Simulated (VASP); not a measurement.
# VH2 (Fm-3m) in VASP: notebook

Runs on VH2. Level: LDA. Tasks: electric field gradients.

Everything below comes from runs of VASP 6.6.1. Logs are shortened: lines on timing, memory, paths and dates and some standing lists are left out, and cuts for length are marked.

### Step 1. The cell of the first run

Symmetry: Fm-3m, No. 225, cubic system. The conventional cell has a = 4.271 Å, b = 4.271 Å, c = 4.271 Å, α = 90.00°, β = 90.00°, γ = 90.00°. V (site symmetry m-3m) has 8 H at 1.85 Å within 2.5 Å. H (site symmetry -43m) has 4 V at 1.85 Å and 6 H at 2.14 Å within 2.5 Å.

### Step 2. Electric field gradients, LDA, collinear spin, ferromagnetic start (6.49 Å³/atom)

Input file INCAR:

```
SYSTEM = VH2
ALGO     = Normal         ! electronic algorithm
EDIFF    = 1E-8           ! SCF threshold, eV
ENCUT    = 520            ! plane-wave cutoff, eV
ISIF     = 2              ! what is computed and relaxed
ISMEAR   = -1             ! smearing method
ISPIN    = 2              ! spin polarisation
LASPH    = .TRUE.         ! aspherical terms in the spheres
LCHARG   = .FALSE.        ! write CHGCAR
LEFG     = .TRUE.       
LMAXMIX  = 4              ! l up to which the mixer works
LORBIT   = 11             ! projections on sites
LREAL    = .FALSE.        ! projectors in reciprocal space
LWAVE    = .FALSE.        ! write WAVECAR
MAGMOM   = 1.5 0 0        ! initial moments
NBANDS   = 18             ! bands
NELM     = 150            ! most SCF steps
PREC     = Accurate       ! precision mode
SIGMA    = 0.05           ! smearing width, eV
```

Input file KPOINTS:

```
k-points
0
G
  15 15 15
  0 0 0
```

Input file POSCAR:

```
VH2
1.0
    0.0000000000      2.1355000000      2.1355000000
    2.1355000000      0.0000000000      2.1355000000
    2.1355000000      2.1355000000      0.0000000000
V H
1 2
Direct
    0.0000000000      0.0000000000      0.0000000000
    0.2500000000      0.2500000000      0.2500000000
    0.7500000000      0.7500000000      0.7500000000
```

Potentials or basis: VASP PAW LDA potentials, release 64 (V_sv, H).

Launch:

```console
> cat potpaw_LDA.64/V_sv/POTCAR potpaw_LDA.64/H/POTCAR > POTCAR
> mpirun -np 1 vasp_std > vasp.out
```

OUTCAR:

```text
SYSTEM = VH2
   EDIFF = 1E-8
   ENCUT = 520
   ISIF = 2
   ISMEAR = -1
   ISPIN = 2
   LASPH = .TRUE.
   LORBIT = 11
   LREAL = .FALSE.
   NELM = 150
   PREC = Accurate

 ion  position               nearest neighbor table
   1  0.000  0.000  0.000-   3 1.85   3 1.85   3 1.85   2 1.85   2 1.85   2 1.85   3 1.85   2 1.85

   2  0.250  0.250  0.250-   1 1.85   1 1.85   1 1.85   1 1.85
   3  0.750  0.750  0.750-   1 1.85   1 1.85   1 1.85   1 1.85

  LATTYP: Found a face centered cubic cell.
 ALAT       =     4.2710000000

  Lattice vectors:

 A1 = (   0.0000000000,   2.1355000000,   2.1355000000)
 A2 = (   2.1355000000,   0.0000000000,   2.1355000000)
 A3 = (   2.1355000000,   2.1355000000,   0.0000000000)

Analysis of symmetry for initial positions (statically):
=====================================================================
 Subroutine PRICEL returns:
 Original cell was already a primitive cell.

 Routine SETGRP: Setting up the symmetry group for a
 face centered cubic supercell.

 Subroutine GETGRP returns: Found 48 space group operations
 (whereof 48 operations were pure point group operations)
 out of a pool of 48 trial point group operations.

The static configuration has the point symmetry O_h .

Analysis of symmetry for dynamics (positions and initial velocities):
=====================================================================
 Subroutine PRICEL returns:
 Original cell was already a primitive cell.

 Routine SETGRP: Setting up the symmetry group for a
 face centered cubic supercell.

 Subroutine GETGRP returns: Found 48 space group operations
 (whereof 48 operations were pure point group operations)
 out of a pool of 48 trial point group operations.

The dynamic configuration has the point symmetry O_h .

Analysis of structural, dynamic, and magnetic symmetry:
=====================================================================
 Subroutine PRICEL returns:
 Original cell was already a primitive cell.

 Routine SETGRP: Setting up the symmetry group for a
 face centered cubic supercell.

 Subroutine GETGRP returns: Found 48 space group operations
 (whereof 48 operations were pure point group operations)
 out of a pool of 48 trial point group operations.

The overall configuration has the point symmetry O_h .

 Subroutine INISYM returns: Found 48 space group operations
 (whereof 48 operations are pure point group operations),
 and found     1 'primitive' translations

----------------------------------------------------------------------------------------

                                     Primitive cell

  volume of cell :      19.4773

  direct lattice vectors                    reciprocal lattice vectors
     0.000000000  2.135500000  2.135500000    -0.234137204  0.234137204  0.234137204
     2.135500000  0.000000000  2.135500000     0.234137204 -0.234137204  0.234137204
     2.135500000  2.135500000  0.000000000     0.234137204  0.234137204 -0.234137204

  length of vectors
     3.020053062  3.020053062  3.020053062     0.405537534  0.405537534  0.405537534

  position of ions in fractional coordinates (direct lattice)
     0.000000000  0.000000000  0.000000000
     0.250000000  0.250000000  0.250000000
     0.750000000  0.750000000  0.750000000

  ion indices of the primitive-cell ions
   primitive index   ion index
                 1           1
                 2           2
                 3           3

----------------------------------------------------------------------------------------

 KPOINTS: k-points

Automatic generation of k-mesh.
 Grid dimensions read from file:
 generate k-points for:   15   15   15

 Generating k-lattice:

  Cartesian coordinates                     Fractional coordinates (reciprocal lattice)
    -0.015609147  0.015609147  0.015609147     0.066666667  0.000000000  0.000000000
     0.015609147 -0.015609147  0.015609147     0.000000000  0.066666667  0.000000000
     0.015609147  0.015609147 -0.015609147     0.000000000  0.000000000  0.066666667

  Length of vectors
     0.027035836  0.027035836  0.027035836

  Shift w.r.t. Gamma in fractional coordinates (k-lattice)
     0.000000000  0.000000000  0.000000000

 Subroutine IBZKPT returns following result:
 ===========================================

 Found    120 irreducible k-points:

 Following reciprocal coordinates:
            Coordinates               Weight
  0.000000  0.000000  0.000000      1.000000
  0.066667  0.000000  0.000000      8.000000
  0.133333  0.000000  0.000000      8.000000
  0.200000  0.000000  0.000000      8.000000
  0.266667  0.000000  0.000000      8.000000
  0.333333  0.000000  0.000000      8.000000
[... 16 lines left out ...]
  0.133333  0.133333  0.000000      6.000000
  0.200000  0.133333  0.000000     24.000000
 [... further k-points ...]
   k-points           NKPTS =    120   k-points in BZ     NKDIM =    120   number of bands    NBANDS=     18
   number of dos      NEDOS =    301   number of ions     NIONS =      3
   total plane-waves  NPLWV =  13824
   dimension x,y,z NGX =    24 NGY =   24 NGZ =   24
   dimension x,y,z NGXF=    48 NGYF=   48 NGZF=   48
   ions per type =               1   2
   NGX,Y,Z   is equivalent  to a cutoff of  13.21, 13.21, 13.21 a.u.
   NGXF,Y,Z  is equivalent  to a cutoff of  26.42, 26.42, 26.42 a.u.
 SYSTEM =  VH2
   PREC   = accura    normal or accurate (medium, high low for compatibility)
   ISTART =      0    job   : 0-new  1-cont  2-samecut
   ICHARG =      2    charge: 1-file 2-atom 10-const
   ISPIN  =      2    spin polarized calculation?
   LNONCOLLINEAR =      F non collinear calculations
   LSORBIT =      F    spin-orbit coupling
   LASPH  =      T    aspherical Exc in radial PAW
   ENCUT  =  520.0 eV  38.22 Ry    6.18 a.u.   5.62  5.62  5.62*2*pi/ulx,y,z
   NELM   =    150;   NELMIN=  2; NELMDL= -5     # of ELM steps
   EDIFF  = 0.1E-07   stopping-criterion for ELM
   LREAL  =      F    real-space projection
   EDIFFG = 0.1E-06   stopping-criterion for IOM
   NSW    =      0    number of steps for IOM
   IBRION =     -1    ionic relax: 0-MD 1-quasi-New 2-CG
   NFREE  =      0    steps in history (QN), initial steepest desc. (CG)
   ISIF   =      2    stress and relaxation
   ISYM   =      2    0-nonsym 1-usesym 2-fastsym
   POTIM  = 0.5000    time-step for ionic-motion
   TEBEG  =    0.0;   TEEND  =   0.0 temperature during run
   PSTRESS=    0.0 pullay stress
   NELECT =      15.0000    total number of electrons
   NUPDOWN=      -1.0000    fix difference up-down
   EMIN   =  10.00;   EMAX   =-10.00  energy-range for DOS
   EFERMI =   0.00;   METHOD = LEGACY
   ISMEAR =    -1;   SIGMA  =   0.05  broadening in eV -4-tet -1-fermi 0-gaus
   EFERMI_NEDOS =   21; number of points for ismear=-14 and -15
   IALGO  =     38    algorithm
   IMIX   =      4    mixing-type and parameters
     AMIX     =   0.40;   BMIX     =  1.00
     AMIX_MAG =   1.60;   BMIX_MAG =  1.00
  volume/ion in A,a.u.               =       6.49        43.81
  Fermi-wavevector in a.u.,A,eV,Ry     =   1.500591  2.835706 30.637237  2.251773
  Thomas-Fermi vector in A             =   2.612072
   LORBIT       =     11    0 simple, 1 ext, 2 COOP (PROOUT), +10 PAW based schemes
   GGA     = CA    functional components
   LHFCALC =     F    Hartree Fock is set to
   AEXX    =    0.0000 exact exchange contribution
   IVDW    =     0    specifies the selected vdW correction
   LEPSILON=     F    determine dielectric tensor
   LRPA    =     F    only Hartree local field effects (RPA)
 spin polarized calculation
  energy-cutoff  :      520.00
  volume of cell :       19.48
 maximum number of plane-waves:       535
   NGX = 11   NGY = 11   NGZ = 11

 number of electron      15.0000005 magnetization       0.0004677

 number of electron      15.0000005 magnetization      -0.0001912

 Free energy of the ion-electron system (eV)
  ---------------------------------------------------
  ext. energy  EPLUGINS =         0.00000000
  ---------------------------------------------------
  free energy    TOTEN  =       -17.79633873 eV

  energy without entropy =      -17.78442414  energy(sigma->0) =      -17.79038143

 E-fermi :   7.8232     XC(G=0): -12.4200

 val. band max:        7.7744162096   @ k =  -0.2000   0.2000   0.0000
 cond. band min:       7.8242676385   @ k =  -0.3333   0.2667   0.0667
 fundamental gap:      0.0498514288
 Fermi energy:         7.8232240066

 spin component 1

 k-point     1 :       0.0000    0.0000    0.0000
  band No.  band energies     occupation
      1     -55.9535      1.00000
      2     -30.0710      1.00000
      3     -30.0710      1.00000
      4     -30.0710      1.00000
      5      -3.3611      1.00000
      6       6.8743      1.00000
[... 481 lines left out ...]
      5      -2.3454      1.00000
      6       4.4128      1.00000
[... 10 lines left out ...]
     17      28.4864      0.00000
     18      28.8903      0.00000

 [... further k-points ...]

 spin component 2

 k-point     1 :       0.0000    0.0000    0.0000
  band No.  band energies     occupation
      1     -55.9536      1.00000
      2     -30.0712      1.00000
      3     -30.0712      1.00000
      4     -30.0712      1.00000
      5      -3.3612      1.00000
      6       6.8742      1.00000
[... 481 lines left out ...]
      5      -2.3454      1.00000
      6       4.4127      1.00000
[... 10 lines left out ...]
     17      28.4863      0.00000
     18      28.8902      0.00000

 [... further k-points ...]

------------------------ aborting loop because EDIFF is reached ----------------------------------------

  FORCE on cell =-STRESS in cart. coord.  units (eV):
  Direction    XX          YY          ZZ          XY          YZ          ZX
  --------------------------------------------------------------------------------------
  -------------------------------------------------------------------------------------
  Total       -1.9388699     -1.9388699     -1.9388699      0.0000000      0.0000000      0.0000000
  in kB     -159.4889238   -159.4889238   -159.4889238      0.0000000      0.0000000      0.0000000
  external PRESSURE =    -159.4889238 kB  Pullay stress =       0.0000000 kB

 VOLUME and BASIS-vectors are now :
 -----------------------------------------------------------------------------
  energy-cutoff  :      520.00
  volume of cell :       19.48
      direct lattice vectors                 reciprocal lattice vectors
     0.000000000  2.135500000  2.135500000    -0.234137204  0.234137204  0.234137204
     2.135500000  0.000000000  2.135500000     0.234137204 -0.234137204  0.234137204
     2.135500000  2.135500000  0.000000000     0.234137204  0.234137204 -0.234137204

 POSITION                                       TOTAL-FORCE (eV/Angst)
 -----------------------------------------------------------------------------------
      0.00000      0.00000      0.00000         0.000000      0.000000      0.000000
      1.06775      1.06775      1.06775         0.000000      0.000000     -0.000000
      3.20325      3.20325      3.20325        -0.000000     -0.000000     -0.000000
 -----------------------------------------------------------------------------------
    total drift:                               -0.000000      0.000000      0.000000

  FREE ENERGIE OF THE ION-ELECTRON SYSTEM (eV)
  ---------------------------------------------------
  free  energy   TOTEN  =       -17.7963387256 eV

  energy  without entropy=      -17.7844241408  energy(sigma->0) =      -17.79038143

 Electric field gradients (V/A^2)
---------------------------------------------------------------------
 ion       V_xx      V_yy      V_zz      V_xy      V_xz      V_yz
---------------------------------------------------------------------
   1       0.000    -0.000    -0.000    -0.002    -0.002    -0.002
   2      -0.000    -0.000    -0.000     0.000     0.000     0.000
   3      -0.000    -0.000    -0.000     0.000     0.000     0.000
---------------------------------------------------------------------

 Electric field gradients after diagonalization (V/A^2)
 (convention: |V_zz| > |V_xx| > |V_yy|)
----------------------------------------------------------------------
 ion       V_xx      V_yy      V_zz     asymmetry (V_yy - V_xx)/ V_zz
----------------------------------------------------------------------
   1       0.002     0.002    -0.003       0.000
   2      -0.000    -0.000     0.001       0.000
   3      -0.000    -0.000     0.001       0.000
----------------------------------------------------------------------

           NMR quadrupolar parameters

 Cq : quadrupolar parameter    Cq=e*Q*V_zz/h
 eta: asymmetry parameters     (V_yy - V_xx)/ V_zz
 Q  : nuclear electric quadrupole moment in mb (millibarn)
----------------------------------------------------------------------
 ion       Cq(MHz)       eta       Q (mb)
----------------------------------------------------------------------
   1      -0.000       0.000       1.000
   2       0.000       0.000       1.000
   3       0.000       0.000       1.000
----------------------------------------------------------------------

 total charge

# of ion       s       p       d       tot
------------------------------------------
    1        2.212   6.214   3.183  11.610
    2        0.556   0.026   0.000   0.583
    3        0.556   0.026   0.000   0.583
--------------------------------------------------
tot          3.324   6.267   3.183  12.775

 magnetization (x)

# of ion       s       p       d       tot
------------------------------------------
    1        0.000   0.000  -0.000  -0.000
    2        0.000  -0.000   0.000   0.000
    3        0.000  -0.000   0.000   0.000
--------------------------------------------------
tot          0.000  -0.000  -0.000  -0.000
```

It took 1.8 min on 1 thread of Intel Xeon 8259CL, shared host; peak memory 0.18 GiB.

Results:

```yaml
Free_energy: -17.7963 eV
Pressure: -15.9 GPa
Net_moment: 0.00 μB per cell
Largest_electric_field_gradient_by_atom: zero within the noise of the run
Valence_electrons_inside_the_program's_atomic_spheres: V 11.61; H 0.58
```

Caveat: the cell stands under tension.

(Part 1 of 2 ends here.)
